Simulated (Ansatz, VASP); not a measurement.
ScCr2: VASP beside Ansatz

```
CELL_PARAMETERS angstrom
3.61414 0.00000 0.00000
-1.80707 3.12993 0.00000
0.00000 0.00000 4.43988
ATOMIC_POSITIONS crystal
Sc 0.00000 0.00000 0.00000
Cr 0.33333 0.66667 0.50000
Cr 0.66667 0.33333 0.50000
```

Alike in both runs: functional PBE; k mesh 12 × 12 × 10; occupations gaussian, width 0.1 eV; no spin polarisation.

Ansatz relaxed the structure, and its values are those at the end. VASP's run is a single point on that final structure, the one shown.

|  | VASP | Ansatz |
| --- | --- | --- |
| version | VASP 6.6.1 | Ansatz 0.2.0 |
| potentials or method | VASP PAW PBE potentials, release 64 (Sc_sv, Cr_sv), cutoff 600 eV | scalar-relativistic, plane waves, PAW |
| valence electrons in the cell | 39 | 39 |

Ansatz gave:

| Property | Result |
| --- | --- |
| gap on the k mesh at the Fermi level (eV) | none |
| pressure (GPa) | 0.0 |

Task: Estimate VASP's values.

Result: gap on the k mesh at the Fermi level (eV): none; pressure (GPa): -1.2.

A gap of «none» marks a metal or a gap that the smearing closes. With one functional, cell and mesh, what is left measures potentials, basis and numerics.
